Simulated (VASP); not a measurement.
Na2S:

```xyz
3
Lattice="0.0000 3.2735 3.2735 3.2735 0.0000 3.2735 3.2735 3.2735 0.0000" Properties=species:S:1:pos:R:3 pbc="T T T"
Na    1.6367    1.6367    1.6367
Na    4.9102    4.9102    4.9102
S     0.0000    0.0000    0.0000
```

Program: VASP 6.6.1. Alike in all runs: task single point; potentials or basis VASP PAW PBE potentials, release 64 (Na_pv, S); no spin polarisation; cell as given; k mesh 6 × 6 × 6; smearing gaussian 0.01 eV.

Problem. Order these runs on this cell by their band gap on the k mesh, lowest first.
A. level revPBE; cutoff (eV) 500
B. level PBE; cutoff (eV) 500
C. level r2SCAN; cutoff (eV) 550

Solution. B (2.48 eV), A (2.66 eV), C (3.05 eV).
